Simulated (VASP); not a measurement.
# Ni in VASP: single point with LDA

Aim: the single point of Ni with LDA.

All numbers are computed with VASP 6.6.1; they aren't measurements. Logs are shortened: lines on timing, memory, paths and dates and some standing lists are left out, and cuts for length are marked.

### 1 The cell of the first run

The cell holds a slab with vacuum, 16 atoms: a = 4.984 Å, b = 4.984 Å, c = 26.104 Å, α = 90.00°, β = 90.00°, γ = 60.00°.

### 2 Single point, LDA, collinear spin, ferromagnetic start

The input, INCAR:

```
SYSTEM = Ni
PREC = Accurate
ENCUT = 520
EDIFF = 1E-6
ISMEAR = 0
SIGMA = 0.1
LREAL = Auto
LASPH = .TRUE.
NELM = 150
ALGO = Normal
ISIF = 2
LWAVE = .FALSE.
LCHARG = .FALSE.
ISPIN = 2
MAGMOM = 0.6 0.6 0.6 0.6 0.6 0.6 0.6 0.6 0.6 0.6 0.6 0.6 0.6 0.6 0.6 0.6
LORBIT = 11
LMAXMIX = 4
LDIPOL = .TRUE.
IDIPOL = 3
DIPOL = 0.5 0.5 0.500
GGA = CA
NBANDS = 98
LUSENCCL = .FALSE.
```

The input, KPOINTS:

```
regular mesh
0
G
  6 6 1
  0 0 0
```

The input, POSCAR:

```
Ni
1.0
    4.9836885938      0.0000000000      0.0000000000
    2.4918442969      4.3160009268      0.0000000000
    0.0000000000      0.0000000000     26.1037470459
Ni
16
Direct
    0.0000000000      0.0000000000      0.3830867646
    0.5000000000      0.0000000000      0.3830867646
    0.0000000000      0.5000000000      0.3830867646
    0.5000000000      0.5000000000      0.3830867646
    0.1666666667      0.1666666667      0.4610289215
    0.6666666667      0.1666666667      0.4610289215
    0.1666666667      0.6666666667      0.4610289215
    0.6666666667      0.6666666667      0.4610289215
   -0.1666666667      0.3333333333      0.5389710785
    0.3333333333      0.3333333333      0.5389710785
   -0.1666666667      0.8333333333      0.5389710785
    0.3333333333      0.8333333333      0.5389710785
    0.0000000000      0.0000000000      0.6169132354
    0.5000000000      0.0000000000      0.6169132354
    0.0000000000      0.5000000000      0.6169132354
    0.5000000000      0.5000000000      0.6169132354
```

Potentials or basis: VASP PAW LDA potentials, release 64 (Ni).

Started as:

```sh
$ cat potpaw_LDA.64/Ni/POTCAR > POTCAR
$ mpirun -np 1 vasp_std > vasp.out
```

OUTCAR:

```text
SYSTEM = Ni
   PREC = Accurate
   ENCUT = 520
   EDIFF = 1E-6
   ISMEAR = 0
   LREAL = Auto
   LASPH = .TRUE.
   NELM = 150
   ISIF = 2
   ISPIN = 2
   LORBIT = 11
   GGA = CA

 ion  position               nearest neighbor table
   1  0.000  0.000  0.383-   6 2.49   7 2.49   5 2.49   2 2.49   2 2.49   3 2.49   4 2.49   3 2.49
                             4 2.49
   2  0.500  0.000  0.383-   5 2.49   8 2.49   6 2.49   1 2.49   1 2.49   3 2.49   4 2.49   4 2.49
                             3 2.49
   3  0.000  0.500  0.383-   8 2.49   5 2.49   7 2.49   4 2.49   4 2.49   1 2.49   2 2.49   2 2.49
                             1 2.49
   4  0.500  0.500  0.383-   7 2.49   6 2.49   8 2.49   3 2.49   3 2.49   1 2.49   2 2.49   1 2.49
                             2 2.49
   5  0.167  0.167  0.461-   2 2.49   3 2.49   1 2.49   6 2.49   6 2.49   7 2.49   8 2.49   7 2.49
                             8 2.49  10 2.49   9 2.49  12 2.49
   6  0.667  0.167  0.461-   1 2.49   4 2.49   2 2.49   5 2.49   5 2.49   7 2.49   8 2.49   8 2.49
                             7 2.49   9 2.49  10 2.49  11 2.49
   7  0.167  0.667  0.461-   4 2.49   1 2.49   3 2.49   8 2.49   8 2.49   5 2.49   6 2.49   6 2.49
                             5 2.49  12 2.49  11 2.49  10 2.49
   8  0.667  0.667  0.461-   3 2.49   2 2.49   4 2.49   7 2.49   7 2.49   5 2.49   6 2.49   5 2.49
                             6 2.49  11 2.49  12 2.49   9 2.49
   9  0.833  0.333  0.539-  16 2.49  13 2.49  15 2.49  10 2.49  10 2.49  11 2.49  12 2.49  11 2.49
[... 22 lines left out ...]
 A1 = (  -2.4918442969,  -4.3160009268,   0.0000000000)
 A2 = (   4.9836885938,   0.0000000000,   0.0000000000)
 A3 = (   0.0000000000,   0.0000000000,  26.1037470459)

Analysis of symmetry for initial positions (statically):
=====================================================================
 Subroutine PRICEL returns following result:

  LATTYP: Found a hexagonal cell.
 ALAT       =     2.4918442969
 C/A-ratio  =    10.4756734112
[... 12 lines left out ...]
 Subroutine GETGRP returns: Found 12 space group operations
 (whereof 12 operations were pure point group operations)
 out of a pool of 24 trial point group operations.

The static configuration has the point symmetry D_3d.

Analysis of symmetry for dynamics (positions and initial velocities):
=====================================================================
 Subroutine PRICEL returns following result:

  LATTYP: Found a hexagonal cell.
 ALAT       =     2.4918442969
 C/A-ratio  =    10.4756734112
[... 12 lines left out ...]
 Subroutine GETGRP returns: Found 12 space group operations
 (whereof 12 operations were pure point group operations)
 out of a pool of 24 trial point group operations.

The dynamic configuration has the point symmetry D_3d.

Analysis of structural, dynamic, and magnetic symmetry:
=====================================================================
[... 167 lines left out ...]
 Fermi energy:        -0.9149137117

 spin component 1

 k-point     1 :       0.0000    0.0000    0.0000
  band No.  band energies     occupation
      1      -9.3800      1.00000
      2      -8.0292      1.00000
      3      -6.3966      1.00000
      4      -5.7015      1.00000
      5      -5.4234      1.00000
      6      -5.4234      1.00000
[... 654 lines left out ...]
     91       1.6286      0.00000
     92       1.6286      0.00000
 Fermi energy:        -0.9149137117

 spin component 2

 k-point     1 :       0.0000    0.0000    0.0000
  band No.  band energies     occupation
      1      -9.3371      1.00000
      2      -7.9825      1.00000
      3      -6.2790      1.00000
      4      -5.3680      1.00000
      5      -5.0090      1.00000
      6      -5.0090      1.00000
[... 654 lines left out ...]
     91       1.9052      0.00000
     92       1.9052      0.00000
 [bands above 92 left out]

------------------------ aborting loop because EDIFF is reached ----------------------------------------

 vacuum level on the upper side and lower side of the slab       (xc-potential included)        -0.006        -0.006

  FORCE on cell =-STRESS in cart. coord.  units (eV):
  Direction    XX          YY          ZZ          XY          YZ          ZX
  --------------------------------------------------------------------------------------
  -------------------------------------------------------------------------------------
  Total      -25.8882087    -25.8882087    -17.3662912      0.0000000     -0.0000000     -0.0000000
  in kB      -73.8715658    -73.8715658    -49.5544184      0.0000000     -0.0000000     -0.0000000
  external PRESSURE =     -65.7658500 kB  Pullay stress =       0.0000000 kB

 VOLUME and BASIS-vectors are now :
 -----------------------------------------------------------------------------
  energy-cutoff  :      520.00
  volume of cell :      561.48
      direct lattice vectors                 reciprocal lattice vectors
     4.983688594  0.000000000  0.000000000     0.200654592 -0.115847983  0.000000000
     2.491844297  4.316000927  0.000000000     0.000000000  0.231695965  0.000000000
     0.000000000  0.000000000 26.103747046     0.000000000  0.000000000  0.038308676

 POSITION                                       TOTAL-FORCE (eV/Angst)
 -----------------------------------------------------------------------------------
      0.00000      0.00000     10.00000        -0.000000      0.000000      0.737414
      2.49184      0.00000     10.00000        -0.000000     -0.000000      0.737414
      1.24592      2.15800     10.00000        -0.000000      0.000000      0.737414
      3.73777      2.15800     10.00000        -0.000000     -0.000000      0.737414
      1.24592      0.71933     12.03458        -0.000000     -0.000000     -0.078040
      3.73777      0.71933     12.03458         0.000000      0.000000     -0.078040
[... 8 lines left out ...]
      1.24592      2.15800     16.10375        -0.000000      0.000000     -0.737414
      3.73777      2.15800     16.10375        -0.000000      0.000000     -0.737414
 -----------------------------------------------------------------------------------
    total drift:                                0.000000     -0.000000      0.000000

  FREE ENERGIE OF THE ION-ELECTRON SYSTEM (eV)
  ---------------------------------------------------
  free  energy   TOTEN  =       -97.6186070799 eV

  energy  without entropy=      -97.4310066266  energy(sigma->0) =      -97.52480685

 vacuum level on the upper side and lower side of the slab         4.535         4.535

 total charge

# of ion       s       p       d       tot
------------------------------------------
    1        0.488   0.374   8.317   9.178
    2        0.488   0.374   8.317   9.178
    3        0.488   0.374   8.317   9.178
    4        0.488   0.374   8.317   9.178
    5        0.493   0.489   8.320   9.301
    6        0.493   0.489   8.320   9.301
[... 8 lines left out ...]
   15        0.488   0.374   8.317   9.178
   16        0.488   0.374   8.317   9.178
--------------------------------------------------
tot          7.843   6.899 133.092 147.835

 magnetization (x)

# of ion       s       p       d       tot
------------------------------------------
    1       -0.006  -0.018   0.632   0.608
    2       -0.006  -0.018   0.632   0.608
    3       -0.006  -0.018   0.632   0.608
    4       -0.006  -0.018   0.632   0.608
    5       -0.006  -0.019   0.688   0.664
    6       -0.006  -0.019   0.688   0.664
[... 8 lines left out ...]
   15       -0.006  -0.018   0.632   0.608
   16       -0.006  -0.018   0.632   0.608
--------------------------------------------------
tot         -0.094  -0.294  10.557  10.170
```

OSZICAR:

```text
N       E                     dE             d eps       ncg     rms          rms(c)
DAV:   1     0.118818585109E+04    0.11882E+04   -0.70087E+04  2744   0.170E+03
DAV:   2    -0.122430380355E+02   -0.12004E+04   -0.11541E+04  2746   0.378E+02
DAV:   3    -0.111128594738E+03   -0.98886E+02   -0.90098E+02  2984   0.156E+02
[... 26 lines left out ...]
DAV:  30    -0.976185881447E+02   -0.16220E-04   -0.19085E-06  1866   0.183E-02    0.778E-03
DAV:  31    -0.976185997756E+02   -0.11631E-04   -0.15052E-06  1778   0.738E-03    0.139E-02
DAV:  32    -0.976186052880E+02   -0.55124E-05   -0.12024E-06  1662   0.130E-02    0.506E-03
DAV:  33    -0.976186064822E+02   -0.11942E-05   -0.21693E-07  1590   0.252E-03    0.649E-03
DAV:  34    -0.976186070799E+02   -0.59773E-06   -0.13264E-07  1598   0.363E-03
   1 F= -.97618607E+02 E0= -.97524807E+02  d E =-.187600E+00  mag=    10.0198
```

Run time: 2.5 min. Hardware: 1 × NVIDIA H100 80GB with 1 thread of AMD EPYC 7R13 (Zen 3), shared host; peak memory 2 GiB.

Results:

| Property | Result |
| --- | --- |
| Free energy | -97.6186 eV |
| Largest force | 0.737 eV/Å |
| Band gap on the k mesh | zero (filled and empty bands overlap) |
| Net moment | 10.02 μB per cell |
| Site moments | Ni +0.61, +0.66 (each value once) μB |
| Valence electrons inside the program's atomic spheres | Ni 9.18, 9.30 (each value once) |

Forces in eV/Å, atoms in the order of the input:
```
Ni   0.000  0.000  0.737
Ni   0.000  0.000  0.737
Ni   0.000  0.000  0.737
Ni   0.000  0.000  0.737
Ni   0.000  0.000 -0.078
Ni   0.000  0.000 -0.078
Ni   0.000  0.000 -0.078
Ni   0.000  0.000 -0.078
Ni   0.000  0.000  0.078
Ni   0.000  0.000  0.078
Ni   0.000  0.000  0.078
Ni   0.000  0.000  0.078
Ni   0.000  0.000 -0.737
Ni   0.000  0.000 -0.737
Ni   0.000  0.000 -0.737
Ni   0.000  0.000 -0.737
```
